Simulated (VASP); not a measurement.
# Au (P6_3/mmc) in VASP: further runs

The runs below take Au through single point, relaxation of cell and atoms, with PBE.

All numbers are computed with VASP 6.6.1; they aren't measurements. Logs are shortened: lines on timing, memory, paths and dates and some standing lists are left out, and cuts for length are marked.

## 1. The cell of the first run

Symmetry: P6_3/mmc, No. 194, hexagonal system. Conventional cell: a = 4.624 Å, b = 4.624 Å, c = 5.259 Å, α = 90.00°, β = 90.00°, γ = 120.00°. Within 3.5 Å of Au (site symmetry -6m2) lie 5 Au at 2.63 to 2.67 Å. Within 3.5 Å of Au (site symmetry -6m2) lie 3 Au at 2.67 Å.

This isn't the form of Au at room conditions, which is fcc.

## 2. Single point, PBE

INCAR reads:

```
PREC = Accurate
ENCUT = 520
EDIFF = 1E-6
ISMEAR = 0
SIGMA = 0.1
LREAL = F
LASPH = T
NELM = 60
ALGO = Fast
ISIF = 2
LWAVE = F
LCHARG = F
GGA = PE
NBANDS = 30
```

KPOINTS reads:

```
Automatic mesh
0
Gamma
  12 12 8
```

POSCAR reads:

```
Au
1.0
    4.6236190882      0.0000000000      0.0000000000
   -2.3118095441      4.0041715878      0.0000000000
    0.0000000000      0.0000000000      5.2594948744
Au
4
Direct
    0.0000000000      0.0000000000      0.2500000000
    0.0000000000      0.0000000000      0.7500000000
    0.3333333333      0.6666666667      0.7500000000
    0.6666666667      0.3333333333      0.2500000000
```

Potentials or basis: VASP PAW PBE potentials, release 64 (Au).

Command:

```sh
$ cat potpaw_PBE.64/Au/POTCAR > POTCAR
$ mpirun -np 1 vasp_std > vasp.out
```

OUTCAR:

```text
PREC = Accurate
   ENCUT = 520
   EDIFF = 1E-6
   ISMEAR = 0
   LREAL = F
   LASPH = T
   NELM = 60
   ISIF = 2
   GGA = PE

 ion  position               nearest neighbor table
   1  0.000  0.000  0.250-   2 2.63   2 2.63   4 2.67   4 2.67   4 2.67
   2  0.000  0.000  0.750-   1 2.63   1 2.63   3 2.67   3 2.67   3 2.67
   3  0.333  0.667  0.750-   2 2.67   2 2.67   2 2.67
   4  0.667  0.333  0.250-   1 2.67   1 2.67   1 2.67

  LATTYP: Found a hexagonal cell.
 ALAT       =     4.6236190882
 C/A-ratio  =     1.1375277189

  Lattice vectors:

 A1 = (   4.6236190882,   0.0000000000,   0.0000000000)
 A2 = (  -2.3118095441,   4.0041715878,   0.0000000000)
 A3 = (   0.0000000000,   0.0000000000,   5.2594948744)

Analysis of symmetry for initial positions (statically):
=====================================================================
 Subroutine PRICEL returns:
 Original cell was already a primitive cell.

 Routine SETGRP: Setting up the symmetry group for a
 hexagonal supercell.

 Subroutine GETGRP returns: Found 24 space group operations
 (whereof 12 operations were pure point group operations)
 out of a pool of 24 trial point group operations.

The static configuration has the point symmetry D_3d.
 The point group associated with its full space group is D_6h.

Analysis of symmetry for dynamics (positions and initial velocities):
=====================================================================
 Subroutine PRICEL returns:
 Original cell was already a primitive cell.

 Routine SETGRP: Setting up the symmetry group for a
 hexagonal supercell.

 Subroutine GETGRP returns: Found 24 space group operations
 (whereof 12 operations were pure point group operations)
 out of a pool of 24 trial point group operations.

The dynamic configuration has the point symmetry D_3d.
 The point group associated with its full space group is D_6h.

 Subroutine INISYM returns: Found 24 space group operations
 (whereof 12 operations are pure point group operations),
 and found     1 'primitive' translations

----------------------------------------------------------------------------------------

                                     Primitive cell

  volume of cell :      97.3730

  direct lattice vectors                    reciprocal lattice vectors
     4.623619088  0.000000000  0.000000000     0.216280792  0.124869774  0.000000000
    -2.311809544  4.004171588  0.000000000     0.000000000  0.249739547  0.000000000
     0.000000000  0.000000000  5.259494874     0.000000000  0.000000000  0.190132327

  length of vectors
     4.623619088  4.623619088  5.259494874     0.249739547  0.249739547  0.190132327

  position of ions in fractional coordinates (direct lattice)
     0.000000000  0.000000000  0.250000000
     0.000000000  0.000000000  0.750000000
     0.333333333  0.666666667  0.750000000
     0.666666667  0.333333333  0.250000000

  ion indices of the primitive-cell ions
   primitive index   ion index
                 1           1
                 2           2
                 3           3
                 4           4

----------------------------------------------------------------------------------------

 KPOINTS: Automatic mesh

Automatic generation of k-mesh.
 Grid dimensions read from file:
 generate k-points for:   12   12    8

 Generating k-lattice:

  Cartesian coordinates                     Fractional coordinates (reciprocal lattice)
     0.018023399  0.010405814  0.000000000     0.083333333 -0.000000000  0.000000000
     0.000000000  0.020811629  0.000000000     0.000000000  0.083333333  0.000000000
     0.000000000  0.000000000  0.023766541     0.000000000  0.000000000  0.125000000

  Length of vectors
     0.020811629  0.020811629  0.023766541

  Shift w.r.t. Gamma in fractional coordinates (k-lattice)
     0.000000000  0.000000000  0.000000000

 Subroutine IBZKPT returns following result:
 ===========================================

 Found     95 irreducible k-points:

 Following reciprocal coordinates:
            Coordinates               Weight
  0.000000  0.000000  0.000000      1.000000
  0.083333 -0.000000  0.000000      6.000000
  0.166667 -0.000000  0.000000      6.000000
  0.250000  0.000000  0.000000      6.000000
  0.333333 -0.000000  0.000000      6.000000
  0.416667  0.000000  0.000000      6.000000
[... 16 lines left out ...]
  0.250000  0.000000  0.125000     12.000000
  0.333333 -0.000000  0.125000     12.000000
 [... further k-points ...]
   k-points           NKPTS =     95   k-points in BZ     NKDIM =     95   number of bands    NBANDS=     30
   number of dos      NEDOS =    301   number of ions     NIONS =      4
   total plane-waves  NPLWV =  51840
   dimension x,y,z NGX =    36 NGY =   36 NGZ =   40
   dimension x,y,z NGXF=    72 NGYF=   72 NGZF=   80
   ions per type =               4
   NGX,Y,Z   is equivalent  to a cutoff of  12.94, 12.94, 12.64 a.u.
   NGXF,Y,Z  is equivalent  to a cutoff of  25.89, 25.89, 25.29 a.u.
 SYSTEM =  unknown system
   PREC   = accura    normal or accurate (medium, high low for compatibility)
   ISTART =      0    job   : 0-new  1-cont  2-samecut
   ICHARG =      2    charge: 1-file 2-atom 10-const
   ISPIN  =      1    spin polarized calculation?
   LNONCOLLINEAR =      F non collinear calculations
   LSORBIT =      F    spin-orbit coupling
   LASPH  =      T    aspherical Exc in radial PAW
   ENCUT  =  520.0 eV  38.22 Ry    6.18 a.u.   8.60  8.60  9.78*2*pi/ulx,y,z
   NELM   =     60;   NELMIN=  2; NELMDL= -5     # of ELM steps
   EDIFF  = 0.1E-05   stopping-criterion for ELM
   LREAL  =      F    real-space projection
[... 7 lines left out ...]
   TEBEG  =    0.0;   TEEND  =   0.0 temperature during run
   PSTRESS=    0.0 pullay stress
   NELECT =      44.0000    total number of electrons
   NUPDOWN=      -1.0000    fix difference up-down
   EMIN   =  10.00;   EMAX   =-10.00  energy-range for DOS
   EFERMI =   0.00;   METHOD = LEGACY
   ISMEAR =     0;   SIGMA  =   0.10  broadening in eV -4-tet -1-fermi 0-gaus
   EFERMI_NEDOS =   21; number of points for ismear=-14 and -15
   IALGO  =     68    algorithm
   IMIX   =      4    mixing-type and parameters
     AMIX     =   0.40;   BMIX     =  1.00
     AMIX_MAG =   1.60;   BMIX_MAG =  1.00
  volume/ion in A,a.u.               =      24.34       164.28
  Fermi-wavevector in a.u.,A,eV,Ry     =   1.256260  2.373987 21.472561  1.578189
  Thomas-Fermi vector in A             =   2.389976
   LORBIT       =      0    0 simple, 1 ext, 2 COOP (PROOUT), +10 PAW based schemes
   GGA     = PE    functional components
   LHFCALC =     F    Hartree Fock is set to
   AEXX    =    0.0000 exact exchange contribution
   IVDW    =     0    specifies the selected vdW correction
   LEPSILON=     F    determine dielectric tensor
   LRPA    =     F    only Hartree local field effects (RPA)
 non-spin polarized calculation
 RMM-DIIS sequential band-by-band and
 Gauss-broadening in eV      SIGMA  =   0.10
  energy-cutoff  :      520.00
  volume of cell :       97.37
 maximum number of plane-waves:      2656
 NGX is ok and might be reduce to    36
   NGX = 17   NGY = 17   NGZ = 19

 number of electron      43.9999996 magnetization

 Free energy of the ion-electron system (eV)
  ---------------------------------------------------
  ext. energy  EPLUGINS =         0.00000000
  ---------------------------------------------------
  free energy    TOTEN  =       -10.70128883 eV

  energy without entropy =      -10.69249868  energy(sigma->0) =      -10.69689375

 E-fermi :   4.5317     XC(G=0): -10.4308

 val. band max:        4.5273168436   @ k =   0.4167   0.0833   0.5000
 cond. band min:       4.5473247154   @ k =   0.3333   0.2500   0.5000
 fundamental gap:      0.0200078718
 Fermi energy:         4.5317176608

 k-point     1 :       0.0000    0.0000    0.0000
  band No.  band energies     occupation
      1      -2.5184      2.00000
      2      -1.2019      2.00000
      3      -0.3846      2.00000
      4      -0.2435      2.00000
      5      -0.2435      2.00000
      6       0.6358      2.00000
[... 22 lines left out ...]
     29      11.9091      0.00000
     30      13.7835      0.00000

 k-point     2 :       0.0833   -0.0000    0.0000
  band No.  band energies     occupation
      1      -2.4624      2.00000
      2      -1.1844      2.00000
      3      -0.3527      2.00000
      4      -0.2656      2.00000
      5      -0.2530      2.00000
      6       0.5102      2.00000
[... 22 lines left out ...]
     29      12.9347      0.00000
     30      13.5813      0.00000

 k-point     3 :       0.1667   -0.0000    0.0000
  band No.  band energies     occupation
      1      -2.3069      2.00000
      2      -1.1245      2.00000
      3      -0.3226      2.00000
      4      -0.2797      2.00000
      5      -0.2744      2.00000
      6       0.3003      2.00000
[... 22 lines left out ...]
     29      13.0562      0.00000
     30      13.4645      0.00000

 k-point     4 :       0.2500    0.0000    0.0000
  band No.  band energies     occupation
      1      -2.0954      2.00000
      2      -0.9972      2.00000
      3      -0.3940      2.00000
      4      -0.2942      2.00000
      5      -0.2588      2.00000
      6       0.1803      2.00000
[... 22 lines left out ...]
     29      12.4450      0.00000
     30      13.5042      0.00000

 k-point     5 :       0.3333   -0.0000    0.0000
  band No.  band energies     occupation
      1      -1.9017      2.00000
      2      -0.7681      2.00000
      3      -0.4596      2.00000
      4      -0.3575      2.00000
      5      -0.3038      2.00000
      6       0.0687      2.00000
[... 22 lines left out ...]
     29      12.0032      0.00000
     30      12.8729      0.00000
[... 526 lines left out ...]
     29      12.9275      0.00000
     30      13.1235      0.00000

 k-point    22 :       0.1667   -0.0000    0.1250
  band No.  band energies     occupation
      1      -2.1767      2.00000
      2      -1.0449      2.00000
      3      -0.3170      2.00000
      4      -0.2631      2.00000
      5      -0.2150      2.00000
      6       0.3117      2.00000
[... 22 lines left out ...]
     29      12.8407      0.00000
     30      13.4348      0.00000

 k-point    23 :       0.2500    0.0000    0.1250
  band No.  band energies     occupation
      1      -1.9554      2.00000
      2      -0.9340      2.00000
      3      -0.3319      2.00000
      4      -0.2807      2.00000
      5      -0.2288      2.00000
      6       0.1754      2.00000
[... 22 lines left out ...]
     29      12.8728      0.00000
     30      13.5846      0.00000

 k-point    24 :       0.3333   -0.0000    0.1250
  band No.  band energies     occupation
      1      -1.7501      2.00000
      2      -0.7297      2.00000
      3      -0.3951      2.00000
      4      -0.3537      2.00000
      5      -0.2342      2.00000
      6       0.0795      2.00000
[... 22 lines left out ...]
     29      12.4057      0.00000
     30      13.0354      0.00000

 [... further k-points ...]
[... 5 lines left out ...]
  --------------------------------------------------------------------------------------
  -------------------------------------------------------------------------------------
  Total       -0.0929527     -0.0929527     -0.1222482      0.0000000      0.0000000      0.0000000
  in kB       -1.5294449     -1.5294449     -2.0114730      0.0000000      0.0000000      0.0000000
  external PRESSURE =      -1.6901210 kB  Pullay stress =       0.0000000 kB

 VOLUME and BASIS-vectors are now :
 -----------------------------------------------------------------------------
  energy-cutoff  :      520.00
  volume of cell :       97.37
      direct lattice vectors                 reciprocal lattice vectors
     4.623619088  0.000000000  0.000000000     0.216280792  0.124869774  0.000000000
    -2.311809544  4.004171588  0.000000000     0.000000000  0.249739547  0.000000000
     0.000000000  0.000000000  5.259494874     0.000000000  0.000000000  0.190132327

 POSITION                                       TOTAL-FORCE (eV/Angst)
 -----------------------------------------------------------------------------------
      0.00000      0.00000      1.31487        -0.000000      0.000000      0.000000
      0.00000      0.00000      3.94462         0.000000     -0.000000      0.000000
     -0.00000      2.66945      3.94462        -0.000000      0.000000     -0.000000
      2.31181      1.33472      1.31487        -0.000000     -0.000000     -0.000000
 -----------------------------------------------------------------------------------
    total drift:                               -0.000000      0.000000     -0.000000

  FREE ENERGIE OF THE ION-ELECTRON SYSTEM (eV)
  ---------------------------------------------------
  free  energy   TOTEN  =       -10.7012888314 eV

  energy  without entropy=      -10.6924986761  energy(sigma->0) =      -10.69689375
```

It took 5.7 min on 1 thread of Intel Xeon 8259CL, shared host; peak memory 0.36 GiB.

Results:

```yaml
Free_energy: -10.7013 eV
Pressure: -0.2 GPa
Band_gap_on_the_k_mesh: zero (bands 22 and 23 overlap by 2.50 eV)
```

Caveat: spin-orbit coupling is left out, which moves the levels of the heavy elements.

## 3. Relaxation of cell and atoms, PBE

This run uses another cell than the first one, of 24.43 Å³/atom.

INCAR reads:

```
SYSTEM = Au
PREC = Accurate ; ENCUT = 600
EDIFF = 1E-6 ; ISMEAR = 0
SIGMA = 0.1 ; LREAL = .FALSE.
LASPH = .TRUE. ; NELM = 60
ALGO = Fast ; ISIF = 3
LWAVE = .FALSE. ; LCHARG = .FALSE.
GGA = PE ; IBRION = 2
NSW = 100 ; EDIFFG = -0.01
```

KPOINTS reads:

```
regular mesh
0
G
  12 12 8
  0 0 0
```

POSCAR reads:

```
Au
1.0
    4.6219114488      0.0000000000      0.0000000000
   -2.3109557244      4.0026927287      0.0000000000
    0.0000000000      0.0000000000      5.2817195105
Au
4
Direct
    0.0000000000      0.0000000000      0.2500000000
    0.0000000000      0.0000000000      0.7500000000
    0.3333333333      0.6666666667      0.7500000000
    0.6666666667      0.3333333333      0.2500000000
```

Potentials or basis: VASP PAW PBE potentials, release 64 (Au).

Command:

```sh
$ cat potpaw_PBE.64/Au/POTCAR > POTCAR
$ mpirun -np 1 vasp_std > vasp.out
```

It took 16 min on 1 thread of Intel Xeon 8259CL, shared host; peak memory 0.41 GiB.

It converged, with:

| Item | Value |
| --- | --- |
| Free energy | -10.7017 eV |
| Relaxed volume | 24.31 Å³/atom |
| Relaxed cell | a = 4.621 Å, b = 4.621 Å, c = 5.257 Å, α = 90.00°, β = 90.00°, γ = 120.00° |
| Space group after relaxing (to 0.1 Å) | P6_3/mmc (No. 194) |
| Energy gained by relaxing | 0.3 meV/atom |
| Ionic steps | 4 |
| Pressure after relaxing | 0.0 GPa |
| Band gap on the k mesh | zero (bands 22 and 23 overlap by 2.50 eV) |

The path:
```csv
step,energy change (eV),largest force (eV/Å),pressure (GPa),volume (Å³)
1,0.0000,0.0000,-0.27,97.71
2,-0.0011,0.0000,0.12,97.13
3,-0.0012,0.0000,0.05,97.22
4,-0.0012,0.0000,0.03,97.23
```

Final structure:
```
Au
1.0
     4.62126    0.00000    0.00000
    -2.31063    4.00213    0.00000
     0.00000    0.00000    5.25734
Au
4
Direct
  0.00000 0.00000 0.25000
  0.00000 0.00000 0.75000
  0.33333 0.66667 0.75000
  0.66667 0.33333 0.25000
```

Levels at points of the mesh, in eV from the Fermi level:
```tsv
k point	band 18	band 19	band 20	band 21	band 22	band 23	band 24	band 25	band 26
(0.00, 0.00, 0.00)	-1.92	-1.78	-1.78	-1.38	0.63	1.88	5.46	5.46	5.57
(0.50, 0.00, 0.00)	-1.58	-1.54	-1.48	-0.84	-0.69	1.80	2.01	3.78	4.01
(0.00, 0.00, 0.50)	-2.16	-2.10	-2.10	-2.10	-2.10	6.24	6.24	6.89	6.89
(0.50, 0.00, 0.50)	-1.93	-1.62	-1.62	-0.88	-0.88	-0.20	-0.20	4.41	4.41
```

Caveat: spin-orbit coupling is left out, which moves the levels of the heavy elements.

The gap in the log of VASP goes by the Fermi energy; the results here count the filled bands.